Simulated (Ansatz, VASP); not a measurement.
## Two plane-wave programs on Pt

```xyz
6
Lattice="-3.1628 0.0000 0.0000 0.0000 -3.1628 0.0000 0.0000 0.0000 9.4884" Properties=species:S:1:pos:R:3 pbc="T T T"
Pt   -1.5814   -1.5814    1.5814
Pt    0.0000    0.0000    0.0000
Pt   -1.5814   -1.5814    4.7442
Pt    0.0000    0.0000    3.1628
Pt   -1.5814   -1.5814    7.9070
Pt    0.0000    0.0000    6.3256
```

Alike in both runs: task single point; functional PBE; k mesh 14 × 14 × 5; occupations gaussian, width 0.15 eV; no spin polarisation.

|  | VASP | Ansatz |
| --- | --- | --- |
| version | VASP 6.6.1 | Ansatz 0.2.0 |
| potentials or method | VASP PAW PBE potentials, release 64 (Pt), cutoff 520 eV | scalar-relativistic, plane waves, PAW |
| valence electrons in the cell | 60 | 108 |

```csv
,VASP,Ansatz,Ansatz less VASP
gap on the k mesh at the Fermi level (eV),none,none,-
pressure (GPa),-0.3,0.2,+0.44
```

A gap of «none» marks a metal or a gap that the smearing closes. The functional is the same, so the differences come from potentials, cutoffs and numerics. VASP's potentials hold 60 valence electrons a cell and Ansatz's 108, so a difference there can come from the potentials and not from the codes.

Spin-orbit coupling is off throughout.
